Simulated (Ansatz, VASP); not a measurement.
**Two plane-wave programs on PtS2**

```
CELL_PARAMETERS angstrom
3.54320 0.00000 0.00000
-1.77160 3.06850 0.00000
0.00000 0.00000 24.55820
ATOMIC_POSITIONS crystal
S 0.66667 0.33333 0.35149
S 0.33333 0.66667 0.45206
S 0.66667 0.33333 0.54794
S 0.33333 0.66667 0.64851
Pt 0.00000 0.00000 0.40240
Pt 0.00000 0.00000 0.59760
```

Alike in both runs: functional PBE; dispersion D3(BJ); k mesh 9 × 9 × 1; occupations gaussian, width 0.05 eV; no spin polarisation.

Ansatz relaxed the structure, and its values are those at the end. VASP's run is a single point on that final structure, the one shown.

```csv
,VASP,Ansatz
version,VASP 6.6.1,Ansatz 0.2.0
potentials or method,"VASP PAW PBE potentials, release 64 (S, Pt), cutoff 520 eV","scalar-relativistic, plane waves, PAW"
valence electrons in the cell,44,60
```

```tsv
	VASP	Ansatz	Ansatz less VASP
gap on the k mesh at the Fermi level (eV)	0.90	0.89	-0.008
rms of the force components (eV/Å)	0.018	0.005	-0.0129
```

VASP's potentials hold 44 valence electrons a cell and Ansatz's 60, so a difference there can come from the potentials and not from the codes.

Neither program's run includes spin-orbit coupling.
